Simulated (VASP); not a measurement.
# Cd (Pm-3m) in VASP: further runs

Runs on Cd. Level: PBE. Tasks: single point, relaxation of cell and atoms.

Program: VASP 6.6.1. These are calculated values, not measurements. Logs are shortened: lines on timing, memory, paths and dates and some standing lists are left out, and cuts for length are marked.

**1. The cell of the first run**

The structure is cubic, space group Pm-3m (No. 221). Conventional cell: a = 2.997 Å, b = 2.997 Å, c = 2.997 Å, α = 90.00°, β = 90.00°, γ = 90.00°. Cd (site symmetry m-3m) has 6 Cd at 3.00 Å within 3.9 Å.

This isn't the form of Cd at room conditions, which is hcp.

**2. Single point, PBE**

File INCAR:

```
PREC = Accurate ; ENCUT = 520
EDIFF = 1E-6 ; ISMEAR = -1
SIGMA = 0.05 ; LREAL = False
LASPH = True ; NELM = 80
ALGO = Normal ; ISIF = 2
LWAVE = False ; LCHARG = False
GGA = PE ; NBANDS = 12
```

File KPOINTS:

```
Automatic mesh
0
Gamma
  14 14 14
```

File POSCAR:

```
Cd
1.0
    2.9967017996      0.0000000000      0.0000000000
    0.0000000000      2.9967017996      0.0000000000
    0.0000000000      0.0000000000      2.9967017996
Cd
1
Direct
    0.0000000000      0.0000000000      0.0000000000
```

Potentials or basis: VASP PAW PBE potentials, release 64 (Cd).

Started as:

```bash
cat potpaw_PBE.64/Cd/POTCAR > POTCAR
mpirun -np 1 vasp_std > vasp.out
```

OUTCAR:

```text
PREC = Accurate
   ENCUT = 520
   EDIFF = 1E-6
   ISMEAR = -1
   LREAL = False
   LASPH = True
   NELM = 80
   ISIF = 2
   GGA = PE

 ion  position               nearest neighbor table
   1  0.000  0.000  0.000-

  LATTYP: Found a simple cubic cell.
 ALAT       =     2.9967017996

  Lattice vectors:

 A1 = (   2.9967017996,   0.0000000000,   0.0000000000)
 A2 = (   0.0000000000,   2.9967017996,   0.0000000000)
 A3 = (   0.0000000000,   0.0000000000,   2.9967017996)

Analysis of symmetry for initial positions (statically):
=====================================================================
 Subroutine PRICEL returns:
 Original cell was already a primitive cell.

 Routine SETGRP: Setting up the symmetry group for a
 simple cubic supercell.

 Subroutine GETGRP returns: Found 48 space group operations
 (whereof 48 operations were pure point group operations)
 out of a pool of 48 trial point group operations.

The static configuration has the point symmetry O_h .

Analysis of symmetry for dynamics (positions and initial velocities):
=====================================================================
 Subroutine PRICEL returns:
 Original cell was already a primitive cell.

 Routine SETGRP: Setting up the symmetry group for a
 simple cubic supercell.

 Subroutine GETGRP returns: Found 48 space group operations
 (whereof 48 operations were pure point group operations)
 out of a pool of 48 trial point group operations.

The dynamic configuration has the point symmetry O_h .

 Subroutine INISYM returns: Found 48 space group operations
 (whereof 48 operations are pure point group operations),
 and found     1 'primitive' translations

----------------------------------------------------------------------------------------

                                     Primitive cell

  volume of cell :      26.9110

  direct lattice vectors                    reciprocal lattice vectors
     2.996701800  0.000000000  0.000000000     0.333700203  0.000000000  0.000000000
     0.000000000  2.996701800  0.000000000     0.000000000  0.333700203  0.000000000
     0.000000000  0.000000000  2.996701800     0.000000000  0.000000000  0.333700203

  length of vectors
     2.996701800  2.996701800  2.996701800     0.333700203  0.333700203  0.333700203

[... 77 lines left out ...]
   NELM   =     80;   NELMIN=  2; NELMDL= -5     # of ELM steps
   EDIFF  = 0.1E-05   stopping-criterion for ELM
   LREAL  =      F    real-space projection
   EDIFFG = 0.1E-04   stopping-criterion for IOM
   NSW    =      0    number of steps for IOM
   IBRION =     -1    ionic relax: 0-MD 1-quasi-New 2-CG
   NFREE  =      0    steps in history (QN), initial steepest desc. (CG)
   ISIF   =      2    stress and relaxation
   ISYM   =      2    0-nonsym 1-usesym 2-fastsym
   POTIM  = 0.5000    time-step for ionic-motion
   TEBEG  =    0.0;   TEEND  =   0.0 temperature during run
   PSTRESS=    0.0 pullay stress
   NELECT =      12.0000    total number of electrons
   NUPDOWN=      -1.0000    fix difference up-down
   EMIN   =  10.00;   EMAX   =-10.00  energy-range for DOS
   EFERMI =   0.00;   METHOD = LEGACY
   ISMEAR =    -1;   SIGMA  =   0.05  broadening in eV -4-tet -1-fermi 0-gaus
   EFERMI_NEDOS =   21; number of points for ismear=-14 and -15
   IALGO  =     38    algorithm
   IMIX   =      4    mixing-type and parameters
     AMIX     =   0.40;   BMIX     =  1.00
     AMIX_MAG =   1.60;   BMIX_MAG =  1.00
  volume/ion in A,a.u.               =      26.91       181.60
  Fermi-wavevector in a.u.,A,eV,Ry     =   1.250715  2.363509 21.283433  1.564288
  Thomas-Fermi vector in A             =   2.384696
   LORBIT       =      0    0 simple, 1 ext, 2 COOP (PROOUT), +10 PAW based schemes
   GGA     = PE    functional components
   LHFCALC =     F    Hartree Fock is set to
   AEXX    =    0.0000 exact exchange contribution
   IVDW    =     0    specifies the selected vdW correction
   LEPSILON=     F    determine dielectric tensor
   LRPA    =     F    only Hartree local field effects (RPA)
 non-spin polarized calculation
  energy-cutoff  :      520.00
  volume of cell :       26.91
 maximum number of plane-waves:       740
 NGX is ok and might be reduce to    24
   NGX = 11   NGY = 11   NGZ = 11

 number of electron      12.0000011 magnetization

 Free energy of the ion-electron system (eV)
  ---------------------------------------------------
  ext. energy  EPLUGINS =         0.00000000
  ---------------------------------------------------
  free energy    TOTEN  =        -0.62475796 eV

  energy without entropy =       -0.62150946  energy(sigma->0) =       -0.62313371

 E-fermi :   1.4008     XC(G=0):  -9.8313

 val. band max:        1.3860599663   @ k =   0.4286   0.1429   0.1429
 cond. band min:       1.4501367459   @ k =   0.5000   0.2857   0.1429
 fundamental gap:      0.0640767796
 Fermi energy:         1.4008356239

 k-point     1 :       0.0000    0.0000    0.0000
  band No.  band energies     occupation
      1      -8.0199      2.00000
      2      -8.0199      2.00000
      3      -6.7208      2.00000
      4      -6.7208      2.00000
      5      -6.7208      2.00000
      6      -5.9759      2.00000
      7      11.1576      0.00000
      8      11.1576      0.00000
      9      11.1576      0.00000
     10      14.6124      0.00000
     11      14.6124      0.00000
     12      15.3840      0.00000
[... 331 lines left out ...]
 k-point    24 :       0.3571    0.2143    0.0000
  band No.  band energies     occupation
      1      -7.7639      2.00000
      2      -7.3167      2.00000
      3      -7.1781      2.00000
      4      -7.0136      2.00000
      5      -6.8376      2.00000
      6      -2.6433      2.00000
      7       3.0711      0.00000
      8       8.3742      0.00000
      9      13.5326      0.00000
     10      14.7678      0.00000
     11      16.3378      0.00000
     12      20.4907      0.00000

 [... further k-points ...]
[... 5 lines left out ...]
  --------------------------------------------------------------------------------------
  -------------------------------------------------------------------------------------
  Total        0.0366337      0.0366337      0.0366337     -0.0000000     -0.0000000      0.0000000
  in kB        2.1810284      2.1810284      2.1810284     -0.0000000     -0.0000000      0.0000000
  external PRESSURE =       2.1810284 kB  Pullay stress =       0.0000000 kB

 VOLUME and BASIS-vectors are now :
 -----------------------------------------------------------------------------
  energy-cutoff  :      520.00
  volume of cell :       26.91
      direct lattice vectors                 reciprocal lattice vectors
     2.996701800  0.000000000  0.000000000     0.333700203  0.000000000  0.000000000
     0.000000000  2.996701800  0.000000000     0.000000000  0.333700203  0.000000000
     0.000000000  0.000000000  2.996701800     0.000000000  0.000000000  0.333700203

 POSITION                                       TOTAL-FORCE (eV/Angst)
 -----------------------------------------------------------------------------------
      0.00000      0.00000      0.00000         0.000000      0.000000      0.000000
 -----------------------------------------------------------------------------------
    total drift:                                0.000000     -0.000000      0.000000

  FREE ENERGIE OF THE ION-ELECTRON SYSTEM (eV)
  ---------------------------------------------------
  free  energy   TOTEN  =        -0.6247579556 eV

  energy  without entropy=       -0.6215094650  energy(sigma->0) =       -0.62313371
```

It took 23 s on 1 thread of Intel Xeon 8259CL, shared host; peak memory 0.16 GiB.

Results:

- Free energy: -0.6248 eV
- Pressure: 0.2 GPa
- Band gap on the k mesh: zero (bands 6 and 7 overlap by 6.48 eV)

**3. Single point, PBE**

This run uses another cell than the first one, of 28.44 Å³/atom.

File INCAR:

```
  ALGO = Normal
  EDIFF = 1E-6
  ENCUT = 520
  GGA = PE
  ISIF = 2
  ISMEAR = -1
  LASPH = T
  LCHARG = F
  LREAL = F
  LWAVE = F
  NBANDS = 12
  NELM = 100
  PREC = Accurate
  SIGMA = 0.05
```

File KPOINTS:

```
k-points
0
Gamma
  14 14 14
```

File POSCAR:

```
Cd
1.0
    3.0522585365      0.0000000000      0.0000000000
    0.0000000000      3.0522585365      0.0000000000
    0.0000000000      0.0000000000      3.0522585365
Cd
1
Direct
    0.0000000000      0.0000000000      0.0000000000
```

Potentials or basis: VASP PAW PBE potentials, release 64 (Cd).

Started as:

```bash
cat potpaw_PBE.64/Cd/POTCAR > POTCAR
mpirun -np 1 vasp_std > vasp.out
```

Run time: 24 s. Hardware: 1 thread of Intel Xeon 8259CL, shared host; peak memory 0.16 GiB.

It converged, with:

```
Free energy            : -0.6194 eV
Pressure               : -1.3 GPa
Band gap on the k mesh : zero (bands 6 and 7 overlap by 6.13 eV)
```

Levels at points of the mesh, in eV from the Fermi level:
```
           k point  band 3  band 4  band 5  band 6  band 7  band 8  band 9  band 10
(0.00, 0.00, 0.00)   -8.12   -8.12   -8.12   -7.08    9.41    9.41    9.41    12.75
(0.50, 0.00, 0.00)   -8.46   -8.46   -8.09   -2.71   -1.81   12.90   12.90    14.23
(0.50, 0.50, 0.00)   -8.40   -8.40   -7.80    1.25    1.25    1.42    5.54    17.07
(0.50, 0.50, 0.50)   -8.94   -7.78   -7.78    4.32    4.32    4.32    6.34     8.39
```

**4. Relaxation of cell and atoms, PBE**

File INCAR:

```
SYSTEM = Cd
ALGO = Normal
EDIFF = 1E-6
EDIFFG = -0.005
ENCUT = 600
GGA = PE
IBRION = 2
ISIF = 3
ISMEAR = -1
LASPH = .TRUE.
LCHARG = .FALSE.
LREAL = .FALSE.
LWAVE = .FALSE.
NELM = 80
NSW = 45
PREC = Accurate
SIGMA = 0.05
```

File KPOINTS:

```
k-points
0
G
  14 14 14
  0 0 0
```

File POSCAR:

```
Cd
1.0
    2.9967017996      0.0000000000      0.0000000000
    0.0000000000      2.9967017996      0.0000000000
    0.0000000000      0.0000000000      2.9967017996
Cd
1
Direct
    0.0000000000      0.0000000000      0.0000000000
```

Potentials or basis: VASP PAW PBE potentials, release 64 (Cd).

Started as:

```bash
cat potpaw_PBE.64/Cd/POTCAR > POTCAR
mpirun -np 1 vasp_std > vasp.out
```

OUTCAR:

```text
SYSTEM = Cd
   EDIFF = 1E-6
   EDIFFG = -0.005
   ENCUT = 600
   GGA = PE
   IBRION = 2
   ISIF = 3
   ISMEAR = -1
   LASPH = .TRUE.
   LREAL = .FALSE.
   NELM = 80
   NSW = 45
   PREC = Accurate

 ion  position               nearest neighbor table
   1  0.000  0.000  0.000-

  LATTYP: Found a simple cubic cell.
 ALAT       =     2.9967017996

  Lattice vectors:

 A1 = (   2.9967017996,   0.0000000000,   0.0000000000)
 A2 = (   0.0000000000,   2.9967017996,   0.0000000000)
 A3 = (   0.0000000000,   0.0000000000,   2.9967017996)

Analysis of symmetry for initial positions (statically):
=====================================================================
 Subroutine PRICEL returns:
 Original cell was already a primitive cell.

 Routine SETGRP: Setting up the symmetry group for a
 simple cubic supercell.

 Subroutine GETGRP returns: Found 48 space group operations
 (whereof 48 operations were pure point group operations)
 out of a pool of 48 trial point group operations.

The static configuration has the point symmetry O_h .

Analysis of symmetry for dynamics (positions and initial velocities):
=====================================================================
 Subroutine PRICEL returns:
 Original cell was already a primitive cell.

 Routine SETGRP: Setting up the symmetry group for a
 simple cubic supercell.

 Subroutine GETGRP returns: Found 48 space group operations
 (whereof 48 operations were pure point group operations)
 out of a pool of 48 trial point group operations.

The dynamic configuration has the point symmetry O_h .

 Subroutine INISYM returns: Found 48 space group operations
 (whereof 48 operations are pure point group operations),
 and found     1 'primitive' translations

----------------------------------------------------------------------------------------

[... 120 lines left out ...]
   LRPA    =     F    only Hartree local field effects (RPA)
 conjugate gradient relaxation of ions
 non-spin polarized calculation
  energy-cutoff  :      600.00
  volume of cell :       26.91
 maximum number of plane-waves:       919
 NGX is ok and might be reduce to    24
   NGX = 11   NGY = 11   NGZ = 11

--------------------------------------- Ionic step        1  -------------------------------------------

 number of electron      12.0000011 magnetization

 Free energy of the ion-electron system (eV)
  ---------------------------------------------------
  ext. energy  EPLUGINS =         0.00000000
  ---------------------------------------------------
  free energy    TOTEN  =        -0.62439865 eV

  energy without entropy =       -0.62115056  energy(sigma->0) =       -0.62277461

------------------------ aborting loop because EDIFF is reached ----------------------------------------

  FORCE on cell =-STRESS in cart. coord.  units (eV):
  Direction    XX          YY          ZZ          XY          YZ          ZX
  --------------------------------------------------------------------------------------
  -------------------------------------------------------------------------------------
  Total        0.0222667      0.0222667      0.0222667     -0.0000000      0.0000000      0.0000000
  in kB        1.3256721      1.3256721      1.3256721     -0.0000000      0.0000000      0.0000000
  external PRESSURE =       1.3256721 kB  Pullay stress =       0.0000000 kB
[... 57 lines left out ...]
--------------------------------------- Ionic step        3  -------------------------------------------

 number of electron      12.0000010 magnetization

 Free energy of the ion-electron system (eV)
  ---------------------------------------------------
  ext. energy  EPLUGINS =         0.00000000
  ---------------------------------------------------
  free energy    TOTEN  =        -0.62444481 eV

  energy without entropy =       -0.62122649  energy(sigma->0) =       -0.62283565

 E-fermi :   1.3763     XC(G=0):  -9.8092

 val. band max:        1.3628348916   @ k =   0.4286   0.1429   0.1429
 cond. band min:       1.4311035657   @ k =   0.5000   0.2857   0.1429
 fundamental gap:      0.0682686741
 Fermi energy:         1.3762804106

 k-point     1 :       0.0000    0.0000    0.0000
  band No.  band energies     occupation
      1      -8.0317      2.00000
      2      -8.0317      2.00000
      3      -6.7451      2.00000
      4      -6.7451      2.00000
      5      -6.7451      2.00000
      6      -5.9748      2.00000
      7      11.1050      0.00000
      8      11.1050      0.00000
      9      11.1050      0.00000
     10      14.5496      0.00000
[... 287 lines left out ...]
 k-point    24 :       0.3571    0.2143    0.0000
  band No.  band energies     occupation
      1      -7.7779      2.00000
      2      -7.3344      2.00000
      3      -7.1968      2.00000
      4      -7.0349      2.00000
      5      -6.8606      2.00000
      6      -2.6564      2.00000
      7       3.0414      0.00000
      8       8.3256      0.00000
      9      13.4752      0.00000
     10      14.6980      0.00000

 [... further k-points ...]
[... 5 lines left out ...]
  --------------------------------------------------------------------------------------
  -------------------------------------------------------------------------------------
  Total       -0.0008839     -0.0008839     -0.0008839      0.0000000      0.0000000      0.0000000
  in kB       -0.0523885     -0.0523885     -0.0523885      0.0000000      0.0000000      0.0000000
  external PRESSURE =      -0.0523885 kB  Pullay stress =       0.0000000 kB
[... 16 lines left out ...]
  FREE ENERGIE OF THE ION-ELECTRON SYSTEM (eV)
  ---------------------------------------------------
  free  energy   TOTEN  =        -0.6244448119 eV

  energy  without entropy=       -0.6212264934  energy(sigma->0) =       -0.62283565

 reached required accuracy - stopping structural energy minimisation
```

OSZICAR:

```text
N       E                     dE             d eps       ncg     rms          rms(c)
DAV:   1     0.745795085107E+02    0.74580E+02   -0.74112E+03  2464   0.129E+03
DAV:   2     0.602174685385E+00   -0.73977E+02   -0.71347E+02  2462   0.273E+02
DAV:   3    -0.660120527786E+00   -0.12623E+01   -0.12617E+01  2750   0.427E+01
[... 17 lines left out ...]
DAV:   1    -0.624713428830E+00   -0.27105E-03   -0.54514E-03  2628   0.106E+00    0.122E-01
DAV:   2    -0.624467409236E+00    0.24602E-03   -0.76904E-04  2634   0.395E-01    0.342E-02
DAV:   3    -0.624450125136E+00    0.17284E-04   -0.40184E-05  2632   0.780E-02    0.284E-02
DAV:   4    -0.624444855023E+00    0.52701E-05   -0.28003E-06  2494   0.175E-02    0.157E-03
DAV:   5    -0.624444811868E+00    0.43154E-07   -0.64099E-08  1240   0.286E-03
   3 F= -.62444481E+00 E0= -.62283565E+00  d E =-.461627E-04
```

Run time: 33 s. Hardware: 1 thread of Intel Xeon 8259CL, shared host; peak memory 0.17 GiB.

What came out:

* Free energy: -0.6244 eV
* Relaxed volume: 27.03 Å³/atom
* Relaxed cell: a = 3.001 Å, b = 3.001 Å, c = 3.001 Å, α = 90.00°, β = 90.00°, γ = 90.00°
* Space group after relaxing (to 0.1 Å): Pm-3m (No. 221)
* Energy gained by relaxing: 0.0 meV/atom
* Ionic steps: 3
* Pressure after relaxing: 0.0 GPa
* Band gap on the k mesh: zero (bands 6 and 7 overlap by 6.45 eV)

Final structure:
```yaml
crystal:
  lattice:
    - [3.00123, 0.00000, 0.00000]
    - [0.00000, 3.00123, 0.00000]
    - [0.00000, 0.00000, 3.00123]
  atoms:
    - { symbol: Cd, position: [0.00000, 0.00000, 0.00000] }
```

Levels at points of the mesh, in eV from the Fermi level:
```
           k point  band 4  band 5  band 6  band 7  band 8  band 9
(0.00, 0.00, 0.00)   -8.12   -8.12   -7.35    9.73    9.73    9.73
(0.50, 0.00, 0.00)   -8.50   -8.09   -2.68   -1.97   13.43   13.43
(0.50, 0.50, 0.00)   -8.44   -7.77    1.24    1.24    1.69    5.66
(0.50, 0.50, 0.50)   -7.75   -7.75    4.48    4.48    4.48    6.96
```

**5. Summary**

| task | cell | cutoff (eV) | gap on the mesh (eV) | pressure (GPa) |
| --- | --- | --- | --- | --- |
| single point | a = 2.997 Å, 1 atom | 520 | none | 0.2 |
| single point | a = 3.052 Å, 1 atom | 520 | none | -1.3 |
| relaxation of cell and atoms | relaxed from a = 2.997 Å, 1 atom | 600 | none | 0.0 |

Alike in all rows: level PBE; potentials or basis VASP PAW PBE potentials, release 64 (Cd); no spin polarisation; k mesh 14 × 14 × 14; smearing fermi-dirac 0.05 eV.

Total energies depend on the potentials used, so only differences within one code and one set of settings carry meaning.
